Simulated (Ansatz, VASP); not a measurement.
**MnO2 in VASP and in Ansatz**

```
Mn O
1.0
     2.81797    0.00000    0.00000
    -1.40899    2.44043    0.00000
     0.00000    0.00000    4.53919
Mn O
1 2
Direct
  0.00000 0.00000 0.50000
  0.33333 0.66667 0.70629
  0.66667 0.33333 0.29371
```

Alike in both runs: task single point; functional PBEsol; k mesh 11 × 11 × 6; occupations fermi-dirac, width 0.05 eV; collinear spin.

```csv
,VASP,Ansatz
version,VASP 6.6.1,Ansatz 0.2.0
potentials or method,"VASP PAW PBE potentials, release 64 (Mn_sv, O)",Ansatz PAW
plane-wave cutoff (eV),700,420
valence electrons in the cell,27,27
```

```csv
,VASP,Ansatz,Ansatz less VASP
gap on the k mesh at the Fermi level (eV),0.56,0.58,+0.014
least direct gap on the mesh (eV),0.60,0.62,+0.016
pressure (GPa),6.2,6.6,+0.36
"traceless stress, the component that is largest in VASP (GPa)",-1.13,-0.93,+0.208
rms of the force components (eV/Å),0.208,0.213,+0.0048
net moment per atom (μB),1.00,1.00,0.000
size of the moment on the site where the two differ most (μB),2.69,2.44,-0.249
```

VASP's potentials were made for PBE, not for PBEsol. Site moments also hang on the region over which each program counts them. Atom by atom the forces differ by 0.005 eV/Å (rms over components). The functional is the same, so the differences come from potentials, cutoffs and numerics.

Noted on Ansatz's run: odd divisions of the mesh miss points on the zone boundary, where band edges often lie, so the gap on the mesh can be too wide.
